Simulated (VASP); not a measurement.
# Sc3BP2 (P-4m2) in VASP: notebook

Sc3BP2 is run at these levels: PBE; tasks: single point, relaxation of cell and atoms.

Program: VASP 6.6.1. These are calculated values, not measurements. Logs are shortened: lines on timing, memory, paths and dates and some standing lists are left out, and cuts for length are marked.

## 1. The cell of the first run

Symmetry: P-4m2, No. 115, tetragonal system. The conventional cell has a = 3.645 Å, b = 3.645 Å, c = 7.368 Å, α = 90.00°, β = 90.00°, γ = 90.00°. Within 3.4 Å of Sc (site symmetry 2mm) lie 5 P at 2.61 to 2.70 Å and 2 Sc at 3.14 Å and 2 B at 3.14 Å. Sc (site symmetry -4m2) has 4 B at 2.58 Å and 4 P at 2.79 Å and 4 Sc at 3.14 Å within 3.4 Å. B (site symmetry -4m2) has 8 Sc at 2.58 to 3.14 Å and 4 P at 2.79 Å within 3.4 Å. P (site symmetry 2mm) has 7 Sc at 2.61 to 2.79 Å and 2 B at 2.79 Å within 3.4 Å.

## 2. Single point, PBE

INCAR

```
ALGO     = Normal         # electronic algorithm
EDIFF    = 1E-6           # SCF threshold, eV
ENCUT    = 520            # plane-wave cutoff, eV
GGA      = PE             # functional
ISIF     = 2              # what is computed and relaxed
ISMEAR   = 0              # smearing method
LASPH    = T              # aspherical terms in the spheres
LCHARG   = T              # write CHGCAR
LELF     = T              # ELF
LREAL    = F              # projectors in reciprocal space
LVHAR    = T            
LWAVE    = F              # write WAVECAR
NBANDS   = 32             # bands
NELM     = 80             # most SCF steps
PREC     = Accurate       # precision mode
SIGMA    = 0.2            # smearing width, eV
```

KPOINTS

```
k-points
0
Gamma
  5 5 2
```

POSCAR

```
Sc3BP2
1.0
    3.6451153342      0.0000000000      0.0000000000
    0.0000000000      3.6451153342      0.0000000000
    0.0000000000      0.0000000000      7.3682838110
Sc B P
3 1 2
Direct
    0.5000000000      0.0000000000      0.6535073211
    0.0000000000      0.5000000000      0.3464926789
    0.5000000000      0.5000000000      0.0000000000
    0.0000000000      0.0000000000      0.0000000000
    0.5000000000      0.0000000000      0.2872064833
    0.0000000000      0.5000000000      0.7127935167
```

Potentials or basis: VASP PAW PBE potentials, release 64 (Sc_sv, B, P).

Launch:

```sh
$ cat potpaw_PBE.64/Sc_sv/POTCAR potpaw_PBE.64/B/POTCAR potpaw_PBE.64/P/POTCAR > POTCAR
$ mpirun -np 1 vasp_std > vasp.out
```

OUTCAR:

```text
EDIFF = 1E-6
   ENCUT = 520
   GGA = PE
   ISIF = 2
   ISMEAR = 0
   LASPH = T
   LREAL = F
   NELM = 80
   PREC = Accurate

 ion  position               nearest neighbor table
   1  0.500  0.000  0.654-   6 2.61   6 2.61   6 2.61   6 2.61   5 2.70   3 3.14   3 3.14   2 3.43
                             2 3.43   2 3.43   2 3.43
   2  0.000  0.500  0.346-   5 2.61   5 2.61   5 2.61   5 2.61   6 2.70   3 3.14   3 3.14   1 3.43
                             1 3.43   1 3.43   1 3.43
   3  0.500  0.500  0.000-   4 2.58   4 2.58   4 2.58   4 2.58   5 2.79   6 2.79   6 2.79   5 2.79
                             2 3.14   1 3.14   2 3.14   1 3.14
   4  0.000  0.000  0.000-   3 2.58   3 2.58   3 2.58   3 2.58
   5  0.500  0.000  0.287-   2 2.61   2 2.61   2 2.61   2 2.61   1 2.70   3 2.79   3 2.79
   6  0.000  0.500  0.713-   1 2.61   1 2.61   1 2.61   1 2.61   2 2.70   3 2.79   3 2.79

  LATTYP: Found a simple tetragonal cell.
 ALAT       =     3.6451153342
 C/A-ratio  =     2.0214130790

  Lattice vectors:

 A1 = (   3.6451153342,   0.0000000000,   0.0000000000)
 A2 = (   0.0000000000,   3.6451153342,   0.0000000000)
 A3 = (   0.0000000000,   0.0000000000,   7.3682838110)

Analysis of symmetry for initial positions (statically):
=====================================================================
 Subroutine PRICEL returns:
 Original cell was already a primitive cell.

 Routine SETGRP: Setting up the symmetry group for a
 simple tetragonal supercell.

 Subroutine GETGRP returns: Found  8 space group operations
 (whereof  8 operations were pure point group operations)
 out of a pool of 16 trial point group operations.

The static configuration has the point symmetry D_2d.

Analysis of symmetry for dynamics (positions and initial velocities):
=====================================================================
 Subroutine PRICEL returns:
 Original cell was already a primitive cell.

 Routine SETGRP: Setting up the symmetry group for a
 simple tetragonal supercell.

 Subroutine GETGRP returns: Found  8 space group operations
 (whereof  8 operations were pure point group operations)
 out of a pool of 16 trial point group operations.

The dynamic configuration has the point symmetry D_2d.

 Subroutine INISYM returns: Found  8 space group operations
 (whereof  8 operations are pure point group operations),
 and found     1 'primitive' translations

----------------------------------------------------------------------------------------

                                     Primitive cell

  volume of cell :      97.9014

  direct lattice vectors                    reciprocal lattice vectors
     3.645115334  0.000000000  0.000000000     0.274339742  0.000000000  0.000000000
     0.000000000  3.645115334  0.000000000     0.000000000  0.274339742  0.000000000
     0.000000000  0.000000000  7.368283811     0.000000000  0.000000000  0.135716814

  length of vectors
     3.645115334  3.645115334  7.368283811     0.274339742  0.274339742  0.135716814

  position of ions in fractional coordinates (direct lattice)
     0.500000000  0.000000000  0.653507321
     0.000000000  0.500000000  0.346492679
     0.500000000  0.500000000  0.000000000
     0.000000000  0.000000000  0.000000000
     0.500000000  0.000000000  0.287206483
     0.000000000  0.500000000  0.712793517

  ion indices of the primitive-cell ions
   primitive index   ion index
                 1           1
                 2           2
                 3           3
                 4           4
                 5           5
                 6           6

----------------------------------------------------------------------------------------

 KPOINTS: k-points

Automatic generation of k-mesh.
 Grid dimensions read from file:
 generate k-points for:    5    5    2

 Generating k-lattice:

  Cartesian coordinates                     Fractional coordinates (reciprocal lattice)
     0.054867948  0.000000000  0.000000000     0.200000000  0.000000000  0.000000000
     0.000000000  0.054867948  0.000000000     0.000000000  0.200000000  0.000000000
     0.000000000  0.000000000  0.067858407     0.000000000  0.000000000  0.500000000

  Length of vectors
     0.054867948  0.054867948  0.067858407

  Shift w.r.t. Gamma in fractional coordinates (k-lattice)
     0.000000000  0.000000000  0.000000000

 Subroutine IBZKPT returns following result:
 ===========================================

 Found     12 irreducible k-points:

 Following reciprocal coordinates:
            Coordinates               Weight
  0.000000  0.000000  0.000000      1.000000
  0.200000  0.000000  0.000000      4.000000
  0.400000  0.000000  0.000000      4.000000
  0.200000  0.200000  0.000000      4.000000
  0.400000  0.200000  0.000000      8.000000
  0.400000  0.400000  0.000000      4.000000
  0.000000  0.000000  0.500000      1.000000
  0.200000  0.000000  0.500000      4.000000
  0.400000  0.000000  0.500000      4.000000
  0.200000  0.200000  0.500000      4.000000
  0.400000  0.200000  0.500000      8.000000
  0.400000  0.400000  0.500000      4.000000
   k-points           NKPTS =     12   k-points in BZ     NKDIM =     12   number of bands    NBANDS=     32
   number of dos      NEDOS =    301   number of ions     NIONS =      6
   total plane-waves  NPLWV =  43904
   dimension x,y,z NGX =    28 NGY =   28 NGZ =   56
   dimension x,y,z NGXF=    56 NGYF=   56 NGZF=  112
   ions per type =               3   1   2
   NGX,Y,Z   is equivalent  to a cutoff of  12.77, 12.77, 12.63 a.u.
   NGXF,Y,Z  is equivalent  to a cutoff of  25.54, 25.54, 25.27 a.u.
 SYSTEM =  unknown system
   PREC   = accura    normal or accurate (medium, high low for compatibility)
   ISTART =      0    job   : 0-new  1-cont  2-samecut
   ICHARG =      2    charge: 1-file 2-atom 10-const
   ISPIN  =      1    spin polarized calculation?
   LNONCOLLINEAR =      F non collinear calculations
   LSORBIT =      F    spin-orbit coupling
   LASPH  =      T    aspherical Exc in radial PAW
   ENCUT  =  520.0 eV  38.22 Ry    6.18 a.u.   6.78  6.78 13.70*2*pi/ulx,y,z
   NELM   =     80;   NELMIN=  2; NELMDL= -5     # of ELM steps
   EDIFF  = 0.1E-05   stopping-criterion for ELM
   LREAL  =      F    real-space projection
   EDIFFG = 0.1E-04   stopping-criterion for IOM
   NSW    =      0    number of steps for IOM
   IBRION =     -1    ionic relax: 0-MD 1-quasi-New 2-CG
   NFREE  =      0    steps in history (QN), initial steepest desc. (CG)
   ISIF   =      2    stress and relaxation
   ISYM   =      2    0-nonsym 1-usesym 2-fastsym
   POTIM  = 0.5000    time-step for ionic-motion
   TEBEG  =    0.0;   TEEND  =   0.0 temperature during run
   PSTRESS=    0.0 pullay stress
   NELECT =      46.0000    total number of electrons
   NUPDOWN=      -1.0000    fix difference up-down
   EMIN   =  10.00;   EMAX   =-10.00  energy-range for DOS
   EFERMI =   0.00;   METHOD = LEGACY
   ISMEAR =     0;   SIGMA  =   0.20  broadening in eV -4-tet -1-fermi 0-gaus
   EFERMI_NEDOS =   21; number of points for ismear=-14 and -15
   IALGO  =     38    algorithm
   IMIX   =      4    mixing-type and parameters
     AMIX     =   0.40;   BMIX     =  1.00
     AMIX_MAG =   1.60;   BMIX_MAG =  1.00
  volume/ion in A,a.u.               =      16.32       110.11
  Fermi-wavevector in a.u.,A,eV,Ry     =   1.272715  2.405083 22.038762  1.619803
  Thomas-Fermi vector in A             =   2.405578
   LORBIT       =      0    0 simple, 1 ext, 2 COOP (PROOUT), +10 PAW based schemes
   GGA     = PE    functional components
   LHFCALC =     F    Hartree Fock is set to
   AEXX    =    0.0000 exact exchange contribution
   IVDW    =     0    specifies the selected vdW correction
   LEPSILON=     F    determine dielectric tensor
   LRPA    =     F    only Hartree local field effects (RPA)
 non-spin polarized calculation
 Gauss-broadening in eV      SIGMA  =   0.20
  energy-cutoff  :      520.00
  volume of cell :       97.90
 maximum number of plane-waves:      2656
 NGX is ok and might be reduce to    28
   NGX = 13   NGY = 13   NGZ = 27

 number of electron      45.9999994 magnetization

 Free energy of the ion-electron system (eV)
  ---------------------------------------------------
  ext. energy  EPLUGINS =         0.00000000
  ---------------------------------------------------
  free energy    TOTEN  =       -41.16570209 eV

  energy without entropy =      -41.13736254  energy(sigma->0) =      -41.15153231

 E-fermi :   6.1031     XC(G=0): -10.9498

 val. band max:        5.9980770613   @ k =   0.0000   0.0000   0.5000
 cond. band min:       6.2339937498   @ k =   0.2000   0.2000   0.5000
 fundamental gap:      0.2359166885
 Fermi energy:         6.1030991842

 k-point     1 :       0.0000    0.0000    0.0000
  band No.  band energies     occupation
      1     -43.1938      2.00000
      2     -43.1694      2.00000
      3     -42.6303      2.00000
      4     -21.9209      2.00000
      5     -21.8700      2.00000
      6     -21.8582      2.00000
[... 24 lines left out ...]
     31       8.9319      0.00000
     32       9.2102      0.00000

 k-point     2 :       0.2000    0.0000    0.0000
  band No.  band energies     occupation
      1     -43.1893      2.00000
      2     -43.1696      2.00000
      3     -42.6286      2.00000
      4     -21.9377      2.00000
      5     -21.9115      2.00000
      6     -21.8501      2.00000
[... 24 lines left out ...]
     31       9.5002      0.00000
     32       9.5701      0.00000
[... 313 lines left out ...]
     31       9.3698      0.00000
     32       9.7463      0.00000

 k-point    12 :       0.4000    0.4000    0.5000
  band No.  band energies     occupation
      1     -43.1718      2.00000
      2     -43.1696      2.00000
      3     -42.6214      2.00000
      4     -21.9819      2.00000
      5     -21.9076      2.00000
      6     -21.8890      2.00000
[... 24 lines left out ...]
     31       9.6034      0.00000
     32       9.9183      0.00000

------------------------ aborting loop because EDIFF is reached ----------------------------------------

  FORCE on cell =-STRESS in cart. coord.  units (eV):
  Direction    XX          YY          ZZ          XY          YZ          ZX
  --------------------------------------------------------------------------------------
  -------------------------------------------------------------------------------------
  Total        0.0381008      0.0381008      0.0749126      0.0000000      0.0000000      0.0000000
  in kB        0.6235271      0.6235271      1.2259615      0.0000000      0.0000000      0.0000000
  external PRESSURE =       0.8243386 kB  Pullay stress =       0.0000000 kB

 VOLUME and BASIS-vectors are now :
 -----------------------------------------------------------------------------
  energy-cutoff  :      520.00
  volume of cell :       97.90
      direct lattice vectors                 reciprocal lattice vectors
     3.645115334  0.000000000  0.000000000     0.274339742  0.000000000  0.000000000
     0.000000000  3.645115334  0.000000000     0.000000000  0.274339742  0.000000000
     0.000000000  0.000000000  7.368283811     0.000000000  0.000000000  0.135716814

 POSITION                                       TOTAL-FORCE (eV/Angst)
 -----------------------------------------------------------------------------------
      1.82256      0.00000      4.81523         0.000000      0.000000      0.052085
      0.00000      1.82256      2.55306        -0.000000      0.000000     -0.052085
      1.82256      1.82256      0.00000         0.000000     -0.000000      0.000000
      0.00000      0.00000      0.00000         0.000000      0.000000      0.000000
      1.82256      0.00000      2.11622         0.000000      0.000000     -0.011591
      0.00000      1.82256      5.25206         0.000000      0.000000      0.011591
 -----------------------------------------------------------------------------------
    total drift:                                0.000000      0.000000      0.000000

  FREE ENERGIE OF THE ION-ELECTRON SYSTEM (eV)
  ---------------------------------------------------
  free  energy   TOTEN  =       -41.1657020863 eV

  energy  without entropy=      -41.1373625393  energy(sigma->0) =      -41.15153231
```

Run time: 34 s. Hardware: 1 thread of AMD EPYC 9R45 (Zen 5), shared host; peak memory 0.17 GiB.

What came out:

```yaml
Free_energy: -41.1657 eV
Pressure: 0.1 GPa
Largest_force: 0.052 eV/Å
Band_gap_on_the_k_mesh: zero (band 23 reaches 6.41 eV, above the bottom of band 24 at 5.55 eV)
```

Forces in eV/Å, atoms in the order of the input:
```
Sc   0.000  0.000  0.052
Sc   0.000  0.000 -0.052
Sc   0.000  0.000  0.000
B    0.000  0.000  0.000
P    0.000  0.000 -0.012
P    0.000  0.000  0.012
```

Levels at points of the mesh, in eV from the Fermi level:
```csv
k point,band 19,band 20,band 21,band 22,band 23,band 24,band 25,band 26,band 27,band 28
"(0.00, 0.00, 0.00)",-1.43,-1.21,-1.21,-0.82,-0.18,0.14,0.92,0.92,1.39,2.06
"(0.00, 0.00, 0.50)",-1.25,-1.24,-1.24,-1.08,-0.10,0.58,0.99,0.99,1.46,1.87
```

Caveat: the k points lie up to 0.43 Å⁻¹ apart.

## 3. Single point, PBE

Changes to INCAR since step 2:

```diff
@@ -13,4 +13,4 @@
 NBANDS   = 32             # bands
-NELM     = 80             # most SCF steps
+NELM     = 100            # most SCF steps
 PREC     = Accurate       # precision mode
-SIGMA    = 0.2            # smearing width, eV
+SIGMA    = 0.1            # smearing width, eV
```

KPOINTS

```
k-points
0
Gamma
  8 8 4
```

POSCAR

```
Sc3BP2
1.0
    3.6442970203      0.0000000000      0.0000000000
    0.0000000000      3.6442970203      0.0000000000
    0.0000000000      0.0000000000      7.3625978121
Sc B P
3 1 2
Direct
    0.5000000000      0.0000000000      0.6543496950
    0.0000000000      0.5000000000      0.3456503050
    0.5000000000      0.5000000000      0.0000000000
    0.0000000000      0.0000000000      0.0000000000
    0.5000000000      0.0000000000      0.2868674719
    0.0000000000      0.5000000000      0.7131325281
```

Potentials or basis: VASP PAW PBE potentials, release 64 (Sc_sv, B, P).

Launch:

```sh
$ cat potpaw_PBE.64/Sc_sv/POTCAR potpaw_PBE.64/B/POTCAR potpaw_PBE.64/P/POTCAR > POTCAR
$ mpirun -np 1 vasp_std > vasp.out
```

It took 2 min on 1 thread of AMD EPYC 9R45 (Zen 5), shared host; peak memory 0.23 GiB.

It converged, with:

- Free energy: -41.1024 eV
- Pressure: 0.2 GPa
- Largest force: 0.013 eV/Å
- Band gap on the k mesh: zero (band 23 reaches 6.54 eV, above the bottom of band 24 at 5.25 eV)

Forces on the atoms (eV/Å):
```
Sc   0.000  0.000 -0.001
Sc   0.000  0.000  0.001
Sc   0.000  0.000  0.000
B    0.000  0.000  0.000
P    0.000  0.000 -0.013
P    0.000  0.000  0.013
```

Levels at points of the mesh, in eV from the Fermi level:
```
           k point  band 21  band 22  band 23  band 24  band 25  band 26
(0.00, 0.00, 0.00)    -1.19    -0.78    -0.15     0.17     0.95     0.95
(0.50, 0.00, 0.00)    -1.75    -1.28    -0.38     1.10     1.18     1.86
(0.50, 0.50, 0.00)    -2.35    -0.91    -0.91    -0.83     0.70     2.72
(0.00, 0.00, 0.50)    -1.21    -1.04    -0.06     0.62     1.03     1.03
(0.50, 0.00, 0.50)    -2.44    -1.18    -0.19     1.10     1.39     1.46
(0.50, 0.50, 0.50)    -1.27    -0.91    -0.44    -0.29    -0.29     2.44
```

## 4. Relaxation of cell and atoms, PBE

This run uses another cell than the first one, of 15.67 Å³/atom, 0.961 times its volume.

INCAR

```
SYSTEM = Sc3BP2
  PREC = Accurate
  ENCUT = 600
  EDIFF = 1E-6
  ISMEAR = 0
  SIGMA = 0.2
  LREAL = .False.
  LASPH = .True.
  NELM = 100
  ALGO = Normal
  ISIF = 3
  LWAVE = .False.
  LCHARG = .False.
  GGA = PE
  IBRION = 2
  NSW = 36
  EDIFFG = -0.08
```

KPOINTS

```
regular mesh
0
Gamma
  5 5 2
  0 0 0
```

POSCAR

```
Sc3BP2
1.0
    3.5110117200      0.0000000000      0.0000000000
    0.0000000000      3.5110117200      0.0000000000
    0.0000000000      0.0000000000      7.6287392300
Sc B P
3 1 2
Direct
    0.5000000000      0.0000000000      0.6250519800
    0.0000000000      0.5000000000      0.3749480200
    0.5000000000      0.5000000000      0.0000000000
    0.0000000000      0.0000000000      0.0000000000
    0.5000000000      0.0000000000      0.2626059900
    0.0000000000      0.5000000000      0.7373940100
```

Launch:

```sh
$ cat potpaw_PBE.64/Sc_sv/POTCAR potpaw_PBE.64/B/POTCAR potpaw_PBE.64/P/POTCAR > POTCAR
$ mpirun -np 1 vasp_std > vasp.out
```

Run time: 3 min. Hardware: 1 thread of AMD EPYC 9R45 (Zen 5), shared host; peak memory 0.21 GiB.

It converged, with:

| Quantity | Value |
| --- | --- |
| Free energy | -41.1655 eV |
| Relaxed volume | 16.33 Å³/atom |
| Relaxed cell | a = 3.649 Å, b = 3.649 Å, c = 7.360 Å, α = 90.00°, β = 90.00°, γ = 90.00° |
| Space group after relaxing (to 0.05 Å) | P-4m2 (No. 115) |
| Energy gained by relaxing | 109.1 meV/atom |
| Ionic steps | 9 |
| Pressure after relaxing | -0.1 GPa |
| Largest force after relaxing | 0.069 eV/Å |
| Band gap on the k mesh | zero (band 23 reaches 6.39 eV, above the bottom of band 24 at 5.56 eV) |

Forces in eV/Å, atoms in the order of the input:
```
Sc   0.000  0.000 -0.069
Sc   0.000  0.000  0.069
Sc   0.000  0.000  0.000
B    0.000  0.000  0.000
P    0.000  0.000  0.057
P    0.000  0.000 -0.057
```

Stress tensor (GPa, compression positive):
```
-0.24  0.00  0.00
 0.00 -0.24  0.00
 0.00  0.00  0.15
```

The path:
| step | energy change (eV) | largest force (eV/Å) | pressure (GPa) | volume (Å³) |
| --- | --- | --- | --- | --- |
| 1 | 0.0000 | 1.1808 | 5.25 | 94.04 |
| 2 | -0.3435 | 0.9270 | -3.66 | 101.10 |
| 3 | -0.3437 | 0.9229 | -3.77 | 101.22 |
| 4 | -0.5506 | 0.6074 | -1.31 | 98.47 |
| 5 | -0.5935 | 0.3295 | 1.00 | 96.29 |
| 6 | -0.6505 | 0.0590 | 1.01 | 96.90 |
| 7 | -0.6509 | 0.0926 | 1.02 | 96.95 |
| 8 | -0.6530 | 0.0632 | -0.82 | 98.69 |
| 9 | -0.6546 | 0.0686 | -0.11 | 98.00 |

Final structure:
```cif
data_structure
_symmetry_space_group_name_H-M 'P 1'
_symmetry_Int_Tables_number 1
_cell_length_a 3.6490
_cell_length_b 3.6490
_cell_length_c 7.3601
_cell_angle_alpha 90.000
_cell_angle_beta 90.000
_cell_angle_gamma 90.000
_cell_volume 98.00
loop_
_atom_site_label
_atom_site_type_symbol
_atom_site_fract_x
_atom_site_fract_y
_atom_site_fract_z
_atom_site_occupancy
Sc1 Sc 0.50000 0.00000 0.65553 1
Sc2 Sc 0.00000 0.50000 0.34447 1
Sc3 Sc 0.50000 0.50000 0.00000 1
B1 B 0.00000 0.00000 0.00000 1
P1 P 0.50000 0.00000 0.28633 1
P2 P 0.00000 0.50000 0.71367 1
```

Levels at points of the mesh, in eV from the Fermi level:
```csv
k point,band 21,band 22,band 23,band 24,band 25,band 26
"(0.00, 0.00, 0.00)",-1.23,-0.81,-0.21,0.12,0.91,0.91
"(0.00, 0.00, 0.50)",-1.23,-1.07,-0.12,0.59,0.99,0.99
```

Caveat: the k points lie up to 0.43 Å⁻¹ apart in the final cell; the relaxation stopped at a loose force limit of 0.08 eV/Å, so its end isn't a converged minimum.

## 5. The runs side by side

| task | cell | k mesh | cutoff (eV) | smearing | gap on the mesh (eV) | pressure (GPa) | largest force (eV/Å) |
| --- | --- | --- | --- | --- | --- | --- | --- |
| single point | a = 3.645, b = 3.645, c = 7.368 Å, 6 atoms | 5 × 5 × 2 | 520 | gaussian 0.2 eV | none | 0.1 | 0.05 |
| single point | a = 3.644, b = 3.644, c = 7.363 Å, 6 atoms | 8 × 8 × 4 | 520 | gaussian 0.1 eV | none | 0.2 | 0.01 |
| relaxation of cell and atoms | relaxed from a = 3.511, b = 3.511, c = 7.629 Å, 6 atoms | 5 × 5 × 2 | 600 | gaussian 0.2 eV | none | -0.1 | 0.07 |

Alike in all rows: level PBE; potentials or basis VASP PAW PBE potentials, release 64 (Sc_sv, B, P); no spin polarisation.

Caveats: some runs use coarse meshes; the relaxation stopped at a loose force limit of 0.08 eV/Å, so its end isn't a converged minimum (some runs).

Absolute energies hang on the potentials; compare differences alone.
